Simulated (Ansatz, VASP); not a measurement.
# One calculation of SiC, two programs

```xyz
8
Lattice="3.2385 0.0000 0.0000 -1.6193 2.8046 0.0000 0.0000 0.0000 10.1292" Properties=species:S:1:pos:R:3 pbc="T T T"
Si    1.6193    0.9349    9.4996
Si    0.0000    1.8697    4.4350
Si    0.0000    0.0000    6.9678
Si    0.0000    0.0000    1.9033
C     1.6193    0.9349    7.5949
C     0.0000    1.8697    2.5304
C     0.0000    0.0000    5.0691
C     0.0000    0.0000    0.0045
```

Alike in both runs: task single point; functional PBE; k mesh 12 × 12 × 4; occupations gaussian, width 0.05 eV; no spin polarisation.

```csv
,VASP,Ansatz
version,VASP 6.6.1,Ansatz 0.2.0
potentials or method,"VASP PAW PBE potentials, release 64 (Si, C), cutoff 520 eV","scalar-relativistic, plane waves, PAW"
valence electrons in the cell,32,32
```

```tsv
	VASP	Ansatz	Ansatz less VASP
gap on the k mesh at the Fermi level (eV)	2.00	2.01	+0.005
least direct gap on the mesh (eV)	3.06	3.06	+0.003
pressure (GPa)	-15.8	-15.8	-0.01
traceless stress, the component that is largest in VASP (GPa)	13.30	13.24	-0.057
rms of the force components (eV/Å)	0.162	0.162	-0.0001
```

Atom by atom the forces differ by 0.001 eV/Å (rms over components).
